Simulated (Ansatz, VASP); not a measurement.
## Au: VASP beside Ansatz

File INCAR:

```
  PREC = Accurate
  ENCUT = 520
  EDIFF = 1E-6
  ISMEAR = -1
  SIGMA = 0.05
  LREAL = F
  LASPH = T
  NELM = 80
  ALGO = Normal
  ISIF = 2
  LWAVE = F
  LCHARG = F
  GGA = PS
  NBANDS = 12
```

KPOINTS

```
Automatic mesh
0
Gamma
  16 16 16
```

Contents of POSCAR:

```
Au
1.0
    0.0000000000      2.0416341873      2.0416341873
    2.0416341873      0.0000000000      2.0416341873
    2.0416341873      2.0416341873      0.0000000000
Au
1
Direct
    0.0000000000      0.0000000000      0.0000000000
```

Input for Ansatz:

```yaml
crystal:
  lattice:
    - [0.0, 2.04163418726, 2.04163418726]
    - [2.04163418726, 0.0, 2.04163418726]
    - [2.04163418726, 2.04163418726, 0.0]
  atoms:
    - { symbol: Au, position: [0.0, 0.0, 0.0] }
kpoints:
  mp_grid: { grid: [16, 16, 16] }
scf:
  occupations: { method: fermi_dirac, width: 0.05 }
hamiltonian:
  xc: pbesol
  pseudopotentials: { kind: all_electron, lapw: { basis_error: 0.001 } }
output:
  forces: true
  stress: true
  eigenvalues: true
  eigenstates:
    nscf_kmesh: { grid: [24, 24, 24] }
    de_dk: true
    e_range: [-14, 14]
  optics:
    e_range: [0, 20]
    de: 0.2
    sigma: 0.15
    bands: { spectra_wanted_up_to: 20 }
    nscf_kmesh: { grid: [24, 24, 24] }
    drude_damping: 0.2
checkpoint:
  write: ck
  write_wavefunctions: false
```

Alike in both runs: task single point; functional PBEsol; k mesh 16 × 16 × 16; occupations fermi-dirac, width 0.05 eV; no spin polarisation.

|  | VASP | Ansatz |
| --- | --- | --- |
| version | VASP 6.6.1 | Ansatz 0.2.0 |
| potentials or method | VASP PAW PBE potentials, release 64 (Au), cutoff 520 eV | all-electron LAPW, scalar-relativistic |

```csv
,VASP,Ansatz,Ansatz less VASP
pressure (GPa),-0.3,0.0,+0.28
```

VASP's potentials were made for PBE, not for PBEsol. Ansatz ran all-electron here, and VASP with PAW potentials. Ansatz's warnings: optics on partly filled bands.

Neither program's run includes spin-orbit coupling.
